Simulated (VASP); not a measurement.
# BiTe (I4/mmm) in VASP: a series of runs

Runs on BiTe. Level: PBE. Tasks: single point.

Program: VASP 6.6.1. These are calculated values, not measurements. Logs are shortened: lines on timing, memory, paths and dates and some standing lists are left out, and cuts for length are marked.

**1. The cell of the first run**

It takes space group I4/mmm (No. 139, tetragonal). Conventional cell: a = 4.529 Å, b = 4.529 Å, c = 6.561 Å, α = 90.00°, β = 90.00°, γ = 90.00°. Within 4.2 Å of Bi (site symmetry 4/mmm) lie 6 Te at 3.20 to 3.28 Å. Te (site symmetry 4/mmm) has 6 Bi at 3.20 to 3.28 Å within 4.2 Å.

**2. Single point, PBE (biaxial strain in the a-b plane: -1.5 %)**

Contents of INCAR:

```
SYSTEM = BiTe
ALGO     = Normal         ! electronic algorithm
EDIFF    = 1E-6           ! SCF threshold, eV
ENCUT    = 520            ! plane-wave cutoff, eV
GGA      = PE             ! functional
ISIF     = 2              ! what is computed and relaxed
ISMEAR   = 0              ! smearing method
LASPH    = .TRUE.         ! aspherical terms in the spheres
LCHARG   = .FALSE.        ! write CHGCAR
LREAL    = .FALSE.        ! projectors in reciprocal space
LWAVE    = .FALSE.        ! write WAVECAR
NBANDS   = 29             ! bands
NELM     = 100            ! most SCF steps
PREC     = Accurate       ! precision mode
SIGMA    = 0.1            ! smearing width, eV
```

Contents of KPOINTS:

```
k-points
0
G
  12 12 8
  0 0 0
```

Contents of POSCAR:

```
BiTe
1.0
    3.2024262497      3.2024262497      0.0000000000
   -3.2024262497      3.2024262497      0.0000000000
    0.0000000000      0.0000000000      6.5609098192
Bi Te
2 2
Direct
    0.0000000000      0.0000000000      0.0000000000
    0.5000000000      0.5000000000      0.5000000000
    0.5000000000      0.5000000000      0.0000000000
    0.0000000000      0.0000000000      0.5000000000
```

Potentials or basis: VASP PAW PBE potentials, release 64 (Bi_d, Te).

Command:

```bash
$ cat potpaw_PBE.64/Bi_d/POTCAR potpaw_PBE.64/Te/POTCAR > POTCAR
$ mpirun -np 1 vasp_std > vasp.out
```

OUTCAR:

```text
SYSTEM = BiTe
   EDIFF = 1E-6
   ENCUT = 520
   GGA = PE
   ISIF = 2
   ISMEAR = 0
   LASPH = .TRUE.
   LREAL = .FALSE.
   NELM = 100
   PREC = Accurate

 ion  position               nearest neighbor table
   1  0.000  0.000  0.000-   3 3.20   3 3.20   3 3.20   3 3.20   4 3.28   4 3.28
   2  0.500  0.500  0.500-   4 3.20   4 3.20   4 3.20   4 3.20   3 3.28   3 3.28
   3  0.500  0.500  0.000-   1 3.20   1 3.20   1 3.20   1 3.20   2 3.28   2 3.28
   4  0.000  0.000  0.500-   2 3.20   2 3.20   2 3.20   2 3.20   1 3.28   1 3.28

  LATTYP: Found a simple tetragonal cell.
 ALAT       =     4.5289146348
 C/A-ratio  =     1.4486715578

  Lattice vectors:

 A1 = (   3.2024262497,   3.2024262497,   0.0000000000)
 A2 = (  -3.2024262497,   3.2024262497,   0.0000000000)
 A3 = (   0.0000000000,   0.0000000000,   6.5609098192)

Analysis of symmetry for initial positions (statically):
=====================================================================
 Subroutine PRICEL returns following result:

  LATTYP: Found a body centered tetragonal cell.
 ALAT       =     4.5289146348
 C/A-ratio  =     1.4486715578

  Lattice vectors:

 A1 = (   3.2024262497,   0.0000000000,  -3.2804549096)
 A2 = (  -3.2024262497,   0.0000000000,  -3.2804549096)
 A3 = (   0.0000000000,   3.2024262497,   3.2804549096)

   2 primitive cells build up your supercell.

 Routine SETGRP: Setting up the symmetry group for a
 simple tetragonal supercell.

 Subroutine GETGRP returns: Found 16 space group operations
 (whereof 16 operations were pure point group operations)
 out of a pool of 16 trial point group operations.

The static configuration has the point symmetry D_4h.

Analysis of symmetry for dynamics (positions and initial velocities):
=====================================================================
 Subroutine PRICEL returns following result:

  LATTYP: Found a body centered tetragonal cell.
 ALAT       =     4.5289146348
 C/A-ratio  =     1.4486715578

  Lattice vectors:

 A1 = (   3.2024262497,   0.0000000000,  -3.2804549096)
 A2 = (  -3.2024262497,   0.0000000000,  -3.2804549096)
 A3 = (   0.0000000000,   3.2024262497,   3.2804549096)

   2 primitive cells build up your supercell.

 Routine SETGRP: Setting up the symmetry group for a
 simple tetragonal supercell.

 Subroutine GETGRP returns: Found 16 space group operations
 (whereof 16 operations were pure point group operations)
 out of a pool of 16 trial point group operations.

The dynamic configuration has the point symmetry D_4h.

 Subroutine INISYM returns: Found 16 space group operations
 (whereof 16 operations are pure point group operations),
 and found     2 'primitive' translations

----------------------------------------------------------------------------------------

                                     Primitive cell

  volume of cell :      67.2856

  direct lattice vectors                    reciprocal lattice vectors
     3.202426250  0.000000000 -3.280454910     0.156131621  0.156131621 -0.152417885
    -3.202426250  0.000000000 -3.280454910    -0.156131621  0.156131621 -0.152417885
     0.000000000  3.202426250  3.280454910     0.000000000  0.312263241  0.000000000

  length of vectors
     4.584421261  4.584421261  4.584421261     0.268300909  0.268300909  0.312263241

  position of ions in fractional coordinates (direct lattice)
     0.000000000  0.000000000  0.000000000
     0.500000000  0.500000000  0.000000000

  ion indices of the primitive-cell ions
   primitive index   ion index
                 1           1
                 2           4

----------------------------------------------------------------------------------------

 KPOINTS: k-points

Automatic generation of k-mesh.
 Grid dimensions read from file:
 generate k-points for:   12   12    8

 Generating k-lattice:

  Cartesian coordinates                     Fractional coordinates (reciprocal lattice)
     0.013010968  0.013010968  0.000000000     0.083333333  0.000000000  0.000000000
    -0.013010968  0.013010968  0.000000000     0.000000000  0.083333333  0.000000000
     0.000000000  0.000000000  0.019052236     0.000000000  0.000000000  0.125000000

  Length of vectors
     0.018400288  0.018400288  0.019052236

  Shift w.r.t. Gamma in fractional coordinates (k-lattice)
     0.000000000  0.000000000  0.000000000

 Subroutine IBZKPT returns following result:
 ===========================================

 Found    140 irreducible k-points:

 Following reciprocal coordinates:
            Coordinates               Weight
  0.000000  0.000000  0.000000      1.000000
  0.083333  0.000000  0.000000      4.000000
  0.166667  0.000000  0.000000      4.000000
  0.250000  0.000000  0.000000      4.000000
  0.333333  0.000000  0.000000      4.000000
  0.416667  0.000000  0.000000      4.000000
[... 16 lines left out ...]
  0.333333  0.333333  0.000000      4.000000
  0.416667  0.333333  0.000000      8.000000
 [... further k-points ...]
   k-points           NKPTS =    140   k-points in BZ     NKDIM =    140   number of bands    NBANDS=     29
   number of dos      NEDOS =    301   number of ions     NIONS =      4
   total plane-waves  NPLWV =  64800
   dimension x,y,z NGX =    36 NGY =   36 NGZ =   50
   dimension x,y,z NGXF=    72 NGYF=   72 NGZF=  100
   ions per type =               2   2
   NGX,Y,Z   is equivalent  to a cutoff of  13.21, 13.21, 12.67 a.u.
   NGXF,Y,Z  is equivalent  to a cutoff of  26.43, 26.43, 25.34 a.u.
 SYSTEM =  BiTe
   PREC   = accura    normal or accurate (medium, high low for compatibility)
   ISTART =      0    job   : 0-new  1-cont  2-samecut
   ICHARG =      2    charge: 1-file 2-atom 10-const
   ISPIN  =      1    spin polarized calculation?
   LNONCOLLINEAR =      F non collinear calculations
   LSORBIT =      F    spin-orbit coupling
   LASPH  =      T    aspherical Exc in radial PAW
   ENCUT  =  520.0 eV  38.22 Ry    6.18 a.u.   8.42  8.42 12.20*2*pi/ulx,y,z
   NELM   =    100;   NELMIN=  2; NELMDL= -5     # of ELM steps
   EDIFF  = 0.1E-05   stopping-criterion for ELM
   LREAL  =      F    real-space projection
   EDIFFG = 0.1E-04   stopping-criterion for IOM
   NSW    =      0    number of steps for IOM
   IBRION =     -1    ionic relax: 0-MD 1-quasi-New 2-CG
   NFREE  =      0    steps in history (QN), initial steepest desc. (CG)
   ISIF   =      2    stress and relaxation
   ISYM   =      2    0-nonsym 1-usesym 2-fastsym
   POTIM  = 0.5000    time-step for ionic-motion
   TEBEG  =    0.0;   TEEND  =   0.0 temperature during run
   PSTRESS=    0.0 pullay stress
   NELECT =      42.0000    total number of electrons
   NUPDOWN=      -1.0000    fix difference up-down
   EMIN   =  10.00;   EMAX   =-10.00  energy-range for DOS
   EFERMI =   0.00;   METHOD = LEGACY
   ISMEAR =     0;   SIGMA  =   0.10  broadening in eV -4-tet -1-fermi 0-gaus
   EFERMI_NEDOS =   21; number of points for ismear=-14 and -15
   IALGO  =     38    algorithm
   IMIX   =      4    mixing-type and parameters
     AMIX     =   0.40;   BMIX     =  1.00
     AMIX_MAG =   1.60;   BMIX_MAG =  1.00
  volume/ion in A,a.u.               =      33.64       227.03
  Fermi-wavevector in a.u.,A,eV,Ry     =   1.110471  2.098486 16.777962  1.233145
  Thomas-Fermi vector in A             =   2.247023
   LORBIT       =      0    0 simple, 1 ext, 2 COOP (PROOUT), +10 PAW based schemes
   GGA     = PE    functional components
   LHFCALC =     F    Hartree Fock is set to
   AEXX    =    0.0000 exact exchange contribution
   IVDW    =     0    specifies the selected vdW correction
   LEPSILON=     F    determine dielectric tensor
   LRPA    =     F    only Hartree local field effects (RPA)
 non-spin polarized calculation
 Gauss-broadening in eV      SIGMA  =   0.10
  energy-cutoff  :      520.00
  volume of cell :      134.57
 maximum number of plane-waves:      3648
 NGX is ok and might be reduce to    36
   NGX = 17   NGY = 17   NGZ = 25

 number of electron      42.0000009 magnetization

 Free energy of the ion-electron system (eV)
  ---------------------------------------------------
  ext. energy  EPLUGINS =         0.00000000
  ---------------------------------------------------
  free energy    TOTEN  =       -14.33711783 eV

  energy without entropy =      -14.32404460  energy(sigma->0) =      -14.33058121

 E-fermi :   6.7363     XC(G=0):  -9.4618

 val. band max:        6.7350692724   @ k =   0.4167   0.1667   0.1250
 cond. band min:       6.7591715130   @ k =   0.3333   0.0000   0.2500
 fundamental gap:      0.0241022407
 Fermi energy:         6.7362715549

 k-point     1 :       0.0000    0.0000    0.0000
  band No.  band energies     occupation
      1     -16.4366      2.00000
      2     -16.4311      2.00000
      3     -16.4305      2.00000
      4     -16.4272      2.00000
      5     -16.4269      2.00000
      6     -16.4232      2.00000
[... 21 lines left out ...]
     28      11.4485      0.00000
     29      11.4490      0.00000

 k-point     2 :       0.0833    0.0000    0.0000
  band No.  band energies     occupation
      1     -16.4361      2.00000
      2     -16.4314      2.00000
      3     -16.4299      2.00000
      4     -16.4274      2.00000
      5     -16.4268      2.00000
      6     -16.4231      2.00000
[... 21 lines left out ...]
     28      11.4169      0.00000
     29      11.4429      0.00000

 k-point     3 :       0.1667    0.0000    0.0000
  band No.  band energies     occupation
      1     -16.4349      2.00000
      2     -16.4323      2.00000
      3     -16.4287      2.00000
      4     -16.4284      2.00000
      5     -16.4262      2.00000
      6     -16.4226      2.00000
[... 21 lines left out ...]
     28      11.1948      0.00000
     29      11.6169      0.00000

 k-point     4 :       0.2500    0.0000    0.0000
  band No.  band energies     occupation
      1     -16.4335      2.00000
      2     -16.4333      2.00000
      3     -16.4305      2.00000
      4     -16.4260      2.00000
      5     -16.4259      2.00000
      6     -16.4214      2.00000
[... 597 lines left out ...]
     28      10.2250      0.00000
     29      14.4650      0.00000

 k-point    23 :       0.3333    0.3333    0.0000
  band No.  band energies     occupation
      1     -16.4412      2.00000
      2     -16.4409      2.00000
      3     -16.4244      2.00000
      4     -16.4230      2.00000
      5     -16.4220      2.00000
      6     -16.4203      2.00000
[... 21 lines left out ...]
     28      11.3049      0.00000
     29      13.4897      0.00000

 k-point    24 :       0.4167    0.3333    0.0000
  band No.  band energies     occupation
      1     -16.4426      2.00000
      2     -16.4424      2.00000
      3     -16.4246      2.00000
      4     -16.4234      2.00000
      5     -16.4216      2.00000
      6     -16.4203      2.00000
[... 21 lines left out ...]
     28      11.2997      0.00000
     29      14.3854      0.00000

 [... further k-points ...]

------------------------ aborting loop because EDIFF is reached ----------------------------------------

  FORCE on cell =-STRESS in cart. coord.  units (eV):
  Direction    XX          YY          ZZ          XY          YZ          ZX
  --------------------------------------------------------------------------------------
  -------------------------------------------------------------------------------------
  Total        1.6501798      1.6501798     -0.5763244      0.0000000     -0.0000000      0.0000000
  in kB       19.6466948     19.6466948     -6.8615980      0.0000000     -0.0000000      0.0000000
  external PRESSURE =      10.8105972 kB  Pullay stress =       0.0000000 kB

 VOLUME and BASIS-vectors are now :
 -----------------------------------------------------------------------------
  energy-cutoff  :      520.00
  volume of cell :      134.57
      direct lattice vectors                 reciprocal lattice vectors
     3.202426250  3.202426250  0.000000000     0.156131621  0.156131621  0.000000000
    -3.202426250  3.202426250  0.000000000    -0.156131621  0.156131621  0.000000000
     0.000000000  0.000000000  6.560909819     0.000000000  0.000000000  0.152417885

 POSITION                                       TOTAL-FORCE (eV/Angst)
 -----------------------------------------------------------------------------------
      0.00000      0.00000      0.00000        -0.000000     -0.000000      0.000000
      0.00000      3.20243      3.28045         0.000000      0.000000     -0.000000
      0.00000      3.20243      0.00000        -0.000000      0.000000      0.000000
      0.00000      0.00000      3.28045         0.000000      0.000000      0.000000
 -----------------------------------------------------------------------------------
    total drift:                               -0.000000      0.000000      0.000000

  FREE ENERGIE OF THE ION-ELECTRON SYSTEM (eV)
  ---------------------------------------------------
  free  energy   TOTEN  =       -14.3371178298 eV

  energy  without entropy=      -14.3240445961  energy(sigma->0) =      -14.33058121
```

It took 3.5 min on 1 thread of Intel Xeon 6975P-C (Granite Rapids), shared host; peak memory 0.58 GiB.

Results:

| Quantity | Value |
| --- | --- |
| Free energy | -14.3371 eV |
| Pressure | 1.1 GPa |
| Band gap on the k mesh | zero (band 21 reaches 9.30 eV, above the bottom of band 22 at 5.88 eV) |

Stress tensor (GPa, compression positive):
```
 1.96  0.00  0.00
 0.00  1.96  0.00
 0.00  0.00 -0.69
```

Caveat: the cell differs from its parent crystal (biaxial strain in the a-b plane: -1.5 %); spin-orbit coupling is left out, which moves the levels of the heavy elements.

**3. Single point, PBE (biaxial strain in the a-b plane: +1.5 %, then relaxed in part)**

Contents of INCAR:

```
ALGO = Normal
EDIFF = 1E-7
ENCUT = 520
GGA = PE
ISIF = 2
ISMEAR = 0
LASPH = T
LCHARG = F
LREAL = F
LWAVE = F
NBANDS = 29
NELM = 80
PREC = Accurate
SIGMA = 0.1
```

Contents of KPOINTS:

```
k-points
0
Gamma
  12 12 8
```

Contents of POSCAR:

```
BiTe
1.0
    3.2999620746      3.2999620746      0.0000000000
   -3.2999620746      3.2999620746      0.0000000000
    0.0000000000      0.0000000000      6.4724004317
Bi Te
2 2
Direct
    0.0000000000      0.0000000000      0.0000000000
    0.5000000000      0.5000000000      0.5000000000
    0.5000000000      0.5000000000      0.0000000000
    0.0000000000      0.0000000000      0.5000000000
```

Potentials or basis: VASP PAW PBE potentials, release 64 (Bi_d, Te).

Command:

```bash
$ cat potpaw_PBE.64/Bi_d/POTCAR potpaw_PBE.64/Te/POTCAR > POTCAR
$ mpirun -np 1 vasp_std > vasp.out
```

Wall time 9 min (1 thread of Oxide Virtual Turin-like, shared host); peak memory 0.55 GiB.

The run converged. Its results:

```yaml
Free_energy: -14.3412 eV
Pressure: -1.1 GPa
Band_gap_on_the_k_mesh: zero (band 21 reaches 8.78 eV, above the bottom of band 22 at 5.36 eV)
```

Stress tensor (GPa, compression positive):
```
-1.68  0.00  0.00
 0.00 -1.68  0.00
 0.00  0.00 -0.05
```

Levels at points of the mesh, in eV from the Fermi level:
```csv
k point,band 19,band 20,band 21,band 22,band 23,band 24
"(0.00, 0.00, 0.00)",-2.34,-2.34,1.94,1.94,2.38,2.38
"(0.50, 0.00, 0.00)",-2.09,-2.09,-0.02,-0.02,-0.01,-0.01
"(0.50, 0.50, 0.00)",-3.69,-3.69,2.42,2.42,3.22,3.22
"(0.00, 0.00, 0.50)",-2.52,-2.52,0.74,0.74,2.50,2.50
"(0.50, 0.00, 0.50)",-1.58,-1.58,-0.80,-0.80,-0.57,-0.57
"(0.50, 0.50, 0.50)",-1.48,-1.48,-0.19,-0.19,3.66,3.66
```

Caveat: the cell differs from its parent crystal (biaxial strain in the a-b plane: +1.5 %, then relaxed in part); spin-orbit coupling is left out, which moves the levels of the heavy elements.
